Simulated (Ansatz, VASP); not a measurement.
**Two plane-wave programs on Ti**

```
CELL_PARAMETERS angstrom
2.95000 0.00000 0.00000
-1.47500 2.55477 0.00000
0.00000 0.00000 4.68000
ATOMIC_POSITIONS crystal
Ti 0.33333 0.66667 0.25000
Ti 0.66667 0.33333 0.75000
```

Alike in both runs: task relaxation of cell and atoms; functional RPBE; k mesh 13 × 13 × 7; no spin polarisation.

|  | VASP | Ansatz |
| --- | --- | --- |
| version | VASP 6.6.1 | Ansatz 0.2.0 |
| potentials or method | VASP PAW PBE potentials, release 64 (Ti_sv) | plane waves, PAW |
| plane-wave cutoff (eV) | 600 | 420 |
| occupations | methfessel-paxton of order 1, width 0.1 eV | cold, width 0.1 eV |
| valence electrons in the cell | 24 | 24 |

```tsv
	VASP	Ansatz	Ansatz less VASP
relaxed volume (Å³/atom)	17.85	17.90	+0.043
relaxed cell length with the largest relative difference (Å)	2.964	2.967	+0.0031
```

VASP's potentials were made for PBE, not for RPBE.
